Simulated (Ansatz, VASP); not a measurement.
**Two plane-wave programs on NiO**

Contents of INCAR:

```
PREC = Accurate ; ENCUT = 700
EDIFF = 1E-6 ; ISMEAR = 0
SIGMA = 0.05 ; LREAL = False
LASPH = True ; NELM = 200
ALGO = Normal ; ISIF = 2
LWAVE = False ; LCHARG = False
ISPIN = 2 ; MAGMOM = 1.69 0.24
LORBIT = 11 ; LMAXMIX = 4
LDAU = True ; LDAUTYPE = 1
LDAUL = 2 -1 ; LDAUU = 6 0
LDAUJ = 0.9 0 ; LDAUPRINT = 1
GGA = CA ; NBANDS = 23
GGA_COMPAT = False
```

The input KPOINTS:

```
regular mesh
0
Gamma
  8 8 8
```

File POSCAR:

```
NiO
1.0
    0.0000000000      2.0913095100      2.0913095100
    2.0913095100      0.0000000000      2.0913095100
    2.0913095100      2.0913095100      0.0000000000
Ni O
1 1
Direct
    0.0000000000      0.0000000000      0.0000000000
    0.5000000000      0.5000000000      0.5000000000
```

Input for Ansatz:

```yaml
crystal:
  lattice:
    - [0.0, 2.09130951, 2.09130951]
    - [2.09130951, 0.0, 2.09130951]
    - [2.09130951, 2.09130951, 0.0]
  atoms:
    - { symbol: Ni, position: [0.0, 0.0, 0.0], spin: 1.0 }
    - { symbol: O, position: [0.5, 0.5, 0.5] }
basis:
  ecutwfc: 420
  ecutrho_ratio: 4
kpoints:
  mp_grid: { grid: [8, 8, 8] }
hamiltonian:
  xc: lda
  hubbard: { sites: [{ site: 0, l: d, u: 6.0, j: 0.9 }] }
scf:
  occupations: { method: gaussian, width: 0.05 }
  lower_state_search: "off"
  max_iter: 150
output:
  forces: true
  stress: true
  eigenvalues: true
  populations: true
  hubbard: { sites: [{ site: 0, l: d }] }
magnetization:
  spin_polarized: true
  initial_magnetization: 1.0
  spin_locking: { lock_magnetization: soft, n_iters: 12 }
```

Alike in both runs: task single point; functional LDA; k mesh 8 × 8 × 8; occupations gaussian, width 0.05 eV; collinear spin; Hubbard terms Ni d U = 6.0 eV, J = 0.9 eV.

```csv
,VASP,Ansatz
version,VASP 6.6.1,Ansatz 0.2.0
potentials or method,"VASP PAW LDA potentials, release 64 (Ni_sv_GW, O), cutoff 700 eV","scalar-relativistic, plane waves, PAW"
valence electrons in the cell,24,24
```

```tsv
	VASP	Ansatz	Ansatz less VASP
gap on the k mesh at the Fermi level (eV)	1.80	1.52	-0.287
least direct gap on the mesh (eV)	2.76	2.39	-0.372
pressure (GPa)	-9.0	-6.3	+2.65
net moment per atom (μB)	1.00	1.00	0.000
size of the moment on the site where the two differ most (μB)	1.74	1.69	-0.055
```

LDA's correlation is that of Perdew and Zunger in VASP and of Perdew and Wang (1992) in Ansatz. Site moments also hang on the region over which each program counts them. The programs project onto different local orbitals, so the same U acts differently, and such runs can settle in different states. Ansatz's warnings: stress scf threshold loose.
